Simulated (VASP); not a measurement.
# VH2 (I4/mmm) in VASP: notebook

Runs on VH2. Level: PBEsol. Tasks: single point.

Program: VASP 6.6.1. These are calculated values, not measurements. Logs are shortened: lines on timing, memory, paths and dates and some standing lists are left out, and cuts for length are marked.

## Step 1: The cell of the first run

The structure is tetragonal, space group I4/mmm (No. 139). Conventional cell: a = 2.928 Å, b = 2.928 Å, c = 4.247 Å, α = 90.00°, β = 90.00°, γ = 90.00°. V (site symmetry 4/mmm) has 8 H at 1.81 Å within 2.4 Å. H (site symmetry -4m2) has 4 V at 1.81 Å and 6 H at 2.07 to 2.12 Å within 2.4 Å.

## Step 2: Single point, PBEsol (uniaxial strain along c: +2.0 %, then relaxed in part)

INCAR reads:

```
ALGO     = Normal         # electronic algorithm
EDIFF    = 1E-6           # SCF threshold, eV
ENCUT    = 520            # plane-wave cutoff, eV
GGA      = PS             # functional
ISIF     = 2              # what is computed and relaxed
ISMEAR   = 0              # smearing method
LASPH    = True           # aspherical terms in the spheres
LCHARG   = False          # write CHGCAR
LREAL    = False          # projectors in reciprocal space
LWAVE    = False          # write WAVECAR
NBANDS   = 24             # bands
NELM     = 100            # most SCF steps
PREC     = Accurate       # precision mode
SIGMA    = 0.1            # smearing width, eV
```

KPOINTS reads:

```
k-points
0
Gamma
  12 12 8
```

POSCAR reads:

```
VH2
1.0
    2.0702742721      2.0702742721      0.0000000000
   -2.0702742721      2.0702742721      0.0000000000
    0.0000000000      0.0000000000      4.2474599991
V H
2 4
Direct
    0.0000000000      0.0000000000      0.0000000000
    0.5000000000      0.5000000000      0.5000000000
    0.0000000000      0.5000000000      0.7500000000
    0.5000000000      0.0000000000      0.7500000000
    0.5000000000      0.0000000000      0.2500000000
    0.0000000000      0.5000000000      0.2500000000
```

Potentials or basis: VASP PAW PBE potentials, release 64 (V_sv, H).

Run with:

```bash
cat potpaw_PBE.64/V_sv/POTCAR potpaw_PBE.64/H/POTCAR > POTCAR
mpirun -np 1 vasp_std > vasp.out
```

OUTCAR:

```text
EDIFF = 1E-6
   ENCUT = 520
   GGA = PS
   ISIF = 2
   ISMEAR = 0
   LASPH = True
   LREAL = False
   NELM = 100
   PREC = Accurate

 ion  position               nearest neighbor table
   1  0.000  0.000  0.000-   3 1.81   4 1.81   5 1.81   6 1.81   3 1.81   6 1.81   4 1.81   5 1.81

   2  0.500  0.500  0.500-   3 1.81   4 1.81   5 1.81   6 1.81   4 1.81   5 1.81   3 1.81   6 1.81

   3  0.000  0.500  0.750-   1 1.81   2 1.81   1 1.81   2 1.81
   4  0.500  0.000  0.750-   1 1.81   2 1.81   2 1.81   1 1.81
   5  0.500  0.000  0.250-   1 1.81   2 1.81   2 1.81   1 1.81
   6  0.000  0.500  0.250-   1 1.81   2 1.81   1 1.81   2 1.81

  LATTYP: Found a simple tetragonal cell.
 ALAT       =     2.9278099534
 C/A-ratio  =     1.4507294075

  Lattice vectors:

 A1 = (   2.0702742721,   2.0702742721,   0.0000000000)
 A2 = (  -2.0702742721,   2.0702742721,   0.0000000000)
 A3 = (   0.0000000000,   0.0000000000,   4.2474599991)

Analysis of symmetry for initial positions (statically):
=====================================================================
 Subroutine PRICEL returns following result:

  LATTYP: Found a body centered tetragonal cell.
 ALAT       =     2.9278099534
 C/A-ratio  =     1.4507294075

  Lattice vectors:

 A1 = (   2.0702742721,   0.0000000000,  -2.1237299995)
 A2 = (  -2.0702742721,   0.0000000000,  -2.1237299996)
 A3 = (   0.0000000000,   2.0702742721,   2.1237299996)

   2 primitive cells build up your supercell.

 Routine SETGRP: Setting up the symmetry group for a
 simple tetragonal supercell.

 Subroutine GETGRP returns: Found 16 space group operations
 (whereof 16 operations were pure point group operations)
 out of a pool of 16 trial point group operations.

The static configuration has the point symmetry D_4h.

Analysis of symmetry for dynamics (positions and initial velocities):
=====================================================================
 Subroutine PRICEL returns following result:

  LATTYP: Found a body centered tetragonal cell.
 ALAT       =     2.9278099534
 C/A-ratio  =     1.4507294075

  Lattice vectors:

 A1 = (   2.0702742721,   0.0000000000,  -2.1237299995)
 A2 = (  -2.0702742721,   0.0000000000,  -2.1237299996)
 A3 = (   0.0000000000,   2.0702742721,   2.1237299996)

   2 primitive cells build up your supercell.

 Routine SETGRP: Setting up the symmetry group for a
 simple tetragonal supercell.

 Subroutine GETGRP returns: Found 16 space group operations
 (whereof 16 operations were pure point group operations)
 out of a pool of 16 trial point group operations.

The dynamic configuration has the point symmetry D_4h.

 Subroutine INISYM returns: Found 16 space group operations
 (whereof 16 operations are pure point group operations),
 and found     2 'primitive' translations

----------------------------------------------------------------------------------------

                                     Primitive cell

  volume of cell :      18.2048

  direct lattice vectors                    reciprocal lattice vectors
     2.070274272  0.000000000 -2.123730000     0.241513893  0.241513893 -0.235434825
    -2.070274272  0.000000000 -2.123730000    -0.241513893  0.241513893 -0.235434825
     0.000000000  2.070274272  2.123730000     0.000000000  0.483027787  0.000000000

  length of vectors
     2.965849739  2.965849739  2.965849739     0.414834278  0.414834278  0.483027787

  position of ions in fractional coordinates (direct lattice)
     0.000000000  0.000000000  0.000000000
     0.250000000  0.750000000  0.500000000
     0.750000000  0.250000000  0.500000000

  ion indices of the primitive-cell ions
   primitive index   ion index
                 1           1
                 2           3
                 3           4

----------------------------------------------------------------------------------------

 KPOINTS: k-points

Automatic generation of k-mesh.
 Grid dimensions read from file:
 generate k-points for:   12   12    8

 Generating k-lattice:

  Cartesian coordinates                     Fractional coordinates (reciprocal lattice)
     0.020126158  0.020126158  0.000000000     0.083333333  0.000000000  0.000000000
    -0.020126158  0.020126158  0.000000000     0.000000000  0.083333333  0.000000000
     0.000000000  0.000000000  0.029429353     0.000000000  0.000000000  0.125000000

  Length of vectors
     0.028462685  0.028462685  0.029429353

  Shift w.r.t. Gamma in fractional coordinates (k-lattice)
     0.000000000  0.000000000  0.000000000

 Subroutine IBZKPT returns following result:
 ===========================================

 Found    140 irreducible k-points:

 Following reciprocal coordinates:
            Coordinates               Weight
  0.000000  0.000000  0.000000      1.000000
  0.083333  0.000000  0.000000      4.000000
  0.166667  0.000000  0.000000      4.000000
  0.250000  0.000000  0.000000      4.000000
  0.333333  0.000000  0.000000      4.000000
  0.416667  0.000000  0.000000      4.000000
[... 16 lines left out ...]
  0.333333  0.333333  0.000000      4.000000
  0.416667  0.333333  0.000000      8.000000
 [... further k-points ...]
   k-points           NKPTS =    140   k-points in BZ     NKDIM =    140   number of bands    NBANDS=     24
   number of dos      NEDOS =    301   number of ions     NIONS =      6
   total plane-waves  NPLWV =  18432
   dimension x,y,z NGX =    24 NGY =   24 NGZ =   32
   dimension x,y,z NGXF=    48 NGYF=   48 NGZF=   64
   ions per type =               2   4
   NGX,Y,Z   is equivalent  to a cutoff of  13.63, 13.63, 12.52 a.u.
   NGXF,Y,Z  is equivalent  to a cutoff of  27.26, 27.26, 25.05 a.u.
 SYSTEM =  unknown system
   PREC   = accura    normal or accurate (medium, high low for compatibility)
   ISTART =      0    job   : 0-new  1-cont  2-samecut
   ICHARG =      2    charge: 1-file 2-atom 10-const
   ISPIN  =      1    spin polarized calculation?
   LNONCOLLINEAR =      F non collinear calculations
   LSORBIT =      F    spin-orbit coupling
   LASPH  =      T    aspherical Exc in radial PAW
   ENCUT  =  520.0 eV  38.22 Ry    6.18 a.u.   5.44  5.44  7.90*2*pi/ulx,y,z
   NELM   =    100;   NELMIN=  2; NELMDL= -5     # of ELM steps
   EDIFF  = 0.1E-05   stopping-criterion for ELM
   LREAL  =      F    real-space projection
   EDIFFG = 0.1E-04   stopping-criterion for IOM
   NSW    =      0    number of steps for IOM
   IBRION =     -1    ionic relax: 0-MD 1-quasi-New 2-CG
   NFREE  =      0    steps in history (QN), initial steepest desc. (CG)
   ISIF   =      2    stress and relaxation
   ISYM   =      2    0-nonsym 1-usesym 2-fastsym
   POTIM  = 0.5000    time-step for ionic-motion
   TEBEG  =    0.0;   TEEND  =   0.0 temperature during run
   PSTRESS=    0.0 pullay stress
   NELECT =      30.0000    total number of electrons
   NUPDOWN=      -1.0000    fix difference up-down
   EMIN   =  10.00;   EMAX   =-10.00  energy-range for DOS
   EFERMI =   0.00;   METHOD = LEGACY
   ISMEAR =     0;   SIGMA  =   0.10  broadening in eV -4-tet -1-fermi 0-gaus
   EFERMI_NEDOS =   21; number of points for ismear=-14 and -15
   IALGO  =     38    algorithm
   IMIX   =      4    mixing-type and parameters
     AMIX     =   0.40;   BMIX     =  1.00
     AMIX_MAG =   1.60;   BMIX_MAG =  1.00
  volume/ion in A,a.u.               =       6.07        40.95
  Fermi-wavevector in a.u.,A,eV,Ry     =   1.534771  2.900296 32.048819  2.355522
  Thomas-Fermi vector in A             =   2.641652
   LORBIT       =      0    0 simple, 1 ext, 2 COOP (PROOUT), +10 PAW based schemes
   GGA     = PS    functional components
   LHFCALC =     F    Hartree Fock is set to
   AEXX    =    0.0000 exact exchange contribution
   IVDW    =     0    specifies the selected vdW correction
   LEPSILON=     F    determine dielectric tensor
   LRPA    =     F    only Hartree local field effects (RPA)
 non-spin polarized calculation
 Gauss-broadening in eV      SIGMA  =   0.10
  energy-cutoff  :      520.00
  volume of cell :       36.41
 maximum number of plane-waves:      1000
 NGX is ok and might be reduce to    24
   NGX = 11   NGY = 11   NGZ = 15

 number of electron      30.0000015 magnetization

 Free energy of the ion-electron system (eV)
  ---------------------------------------------------
  ext. energy  EPLUGINS =         0.00000000
  ---------------------------------------------------
  free energy    TOTEN  =       -34.16040337 eV

  energy without entropy =      -34.14643718  energy(sigma->0) =      -34.15342028

 E-fermi :   8.6847     XC(G=0): -12.6274

 val. band max:        8.6841399260   @ k =   0.4167   0.0000   0.1250
 cond. band min:       8.6981393957   @ k =   0.3333   0.1667   0.0000
 fundamental gap:      0.0139994698
 Fermi energy:         8.6847080838

 k-point     1 :       0.0000    0.0000    0.0000
  band No.  band energies     occupation
      1     -55.5907      2.00000
      2     -55.5088      2.00000
      3     -29.7816      2.00000
      4     -29.4912      2.00000
      5     -29.4912      2.00000
      6     -29.3717      2.00000
[... 16 lines left out ...]
     23      17.1861      0.00000
     24      17.1861      0.00000

 k-point     2 :       0.0833    0.0000    0.0000
  band No.  band energies     occupation
      1     -55.5878      2.00000
      2     -55.5086      2.00000
      3     -29.7725      2.00000
      4     -29.5057      2.00000
      5     -29.4878      2.00000
      6     -29.3791      2.00000
[... 16 lines left out ...]
     23      15.7838      0.00000
     24      17.4653      0.00000

 k-point     3 :       0.1667    0.0000    0.0000
  band No.  band energies     occupation
      1     -55.5793      2.00000
      2     -55.5083      2.00000
      3     -29.7460      2.00000
      4     -29.5446      2.00000
      5     -29.4779      2.00000
      6     -29.4319      2.00000
[... 16 lines left out ...]
     23      15.6436      0.00000
     24      18.2309      0.00000
[... 514 lines left out ...]
 k-point    23 :       0.3333    0.3333    0.0000
  band No.  band energies     occupation
      1     -55.5245      2.00000
      2     -55.5039      2.00000
      3     -29.7030      2.00000
      4     -29.6749      2.00000
      5     -29.5769      2.00000
      6     -29.5150      2.00000
[... 16 lines left out ...]
     23      16.0254      0.00000
     24      16.4630      0.00000

 k-point    24 :       0.4167    0.3333    0.0000
  band No.  band energies     occupation
      1     -55.5152      2.00000
      2     -55.5046      2.00000
      3     -29.7290      2.00000
      4     -29.7147      2.00000
      5     -29.5457      2.00000
      6     -29.5124      2.00000
[... 16 lines left out ...]
     23      16.0883      0.00000
     24      16.6461      0.00000

 [... further k-points ...]

------------------------ aborting loop because EDIFF is reached ----------------------------------------

  FORCE on cell =-STRESS in cart. coord.  units (eV):
  Direction    XX          YY          ZZ          XY          YZ          ZX
  --------------------------------------------------------------------------------------
  -------------------------------------------------------------------------------------
  Total        0.0201987      0.0201987     -1.0458721      0.0000000      0.0000000      0.0000000
  in kB        0.8888305      0.8888305    -46.0229111      0.0000000      0.0000000      0.0000000
  external PRESSURE =     -14.7484167 kB  Pullay stress =       0.0000000 kB

 VOLUME and BASIS-vectors are now :
 -----------------------------------------------------------------------------
  energy-cutoff  :      520.00
  volume of cell :       36.41
      direct lattice vectors                 reciprocal lattice vectors
     2.070274272  2.070274272  0.000000000     0.241513893  0.241513893  0.000000000
    -2.070274272  2.070274272  0.000000000    -0.241513893  0.241513893  0.000000000
     0.000000000  0.000000000  4.247459999     0.000000000  0.000000000  0.235434825

 POSITION                                       TOTAL-FORCE (eV/Angst)
 -----------------------------------------------------------------------------------
      0.00000      0.00000      0.00000         0.000000     -0.000000     -0.000000
      0.00000      2.07027      2.12373        -0.000000     -0.000000      0.000000
     -1.03514      1.03514      3.18559        -0.000000      0.000000     -0.000000
      1.03514      1.03514      3.18559        -0.000000      0.000000     -0.000000
      1.03514      1.03514      1.06186        -0.000000      0.000000      0.000000
     -1.03514      1.03514      1.06186        -0.000000      0.000000     -0.000000
 -----------------------------------------------------------------------------------
    total drift:                               -0.000000      0.000000     -0.000000

  FREE ENERGIE OF THE ION-ELECTRON SYSTEM (eV)
  ---------------------------------------------------
  free  energy   TOTEN  =       -34.1604033730 eV

  energy  without entropy=      -34.1464371818  energy(sigma->0) =      -34.15342028
```

It took 40 s on 1 thread of AMD EPYC 9R45 (Zen 5), shared host; peak memory 0.19 GiB.

Results:

```
Free energy            : -34.1604 eV
Pressure               : -1.5 GPa
Band gap on the k mesh : zero (bands 15 and 16 overlap by 2.56 eV)
```

Stress tensor (GPa, compression positive):
```
 0.09  0.00  0.00
 0.00  0.09  0.00
 0.00  0.00 -4.60
```

Caveat: the cell differs from its parent crystal (uniaxial strain along c: +2.0 %, then relaxed in part); the PAW data sets were made with another functional, which shifts forces and pressure a little.

## Step 3: Single point, PBEsol (uniaxial strain along c: +2.0 %)

INCAR reads:

```
PREC = Accurate
ENCUT = 520
EDIFF = 1E-6
ISMEAR = 0
SIGMA = 0.1
LREAL = False
LASPH = True
NELM = 60
ALGO = Normal
ISIF = 2
LWAVE = False
LCHARG = True
GGA = PS
LELF = True
LVHAR = True
NBANDS = 24
```

KPOINTS reads:

```
Automatic mesh
0
Gamma
  12 12 8
```

Edit POSCAR of step 2 so:

```diff
@@ -2,4 +2,4 @@
 1.0
-    2.0702742721      2.0702742721      0.0000000000
-   -2.0702742721      2.0702742721      0.0000000000
+    2.0716777937      2.0716777937      0.0000000000
+   -2.0716777937      2.0716777937      0.0000000000
     0.0000000000      0.0000000000      4.2474599991
```

Potentials or basis: VASP PAW PBE potentials, release 64 (V_sv, H).

Run with:

```bash
cat potpaw_PBE.64/V_sv/POTCAR potpaw_PBE.64/H/POTCAR > POTCAR
mpirun -np 1 vasp_std > vasp.out
```

It took 42 s on 1 thread of AMD EPYC 9R45 (Zen 5), shared host; peak memory 0.19 GiB.

It converged, with:

```yaml
Free_energy: -34.1605 eV
Pressure: -1.7 GPa
Band_gap_on_the_k_mesh: zero (bands 15 and 16 overlap by 2.56 eV)
```

Stress tensor (GPa, compression positive):
```
-0.20  0.00  0.00
 0.00 -0.20  0.00
 0.00  0.00 -4.77
```

Levels at points of the mesh, in eV from the Fermi level:
```csv
k point,band 13,band 14,band 15,band 16,band 17,band 18
"(0.00, 0.00, 0.00)",-1.12,-0.98,-0.98,0.71,0.91,1.34
"(0.50, 0.00, 0.00)",-1.60,-1.60,0.13,0.13,0.43,0.43
"(0.50, 0.50, 0.00)",-3.81,-3.81,1.66,1.66,1.72,1.72
"(0.00, 0.00, 0.50)",-0.95,-0.95,0.04,0.04,0.04,0.04
"(0.50, 0.00, 0.50)",-0.99,-0.99,-0.80,-0.80,1.58,1.58
"(0.50, 0.50, 0.50)",-2.86,-2.86,0.29,0.29,1.82,1.82
```

Caveat: the cell differs from its parent crystal (uniaxial strain along c: +2.0 %); the PAW data sets were made with another functional, which shifts forces and pressure a little.
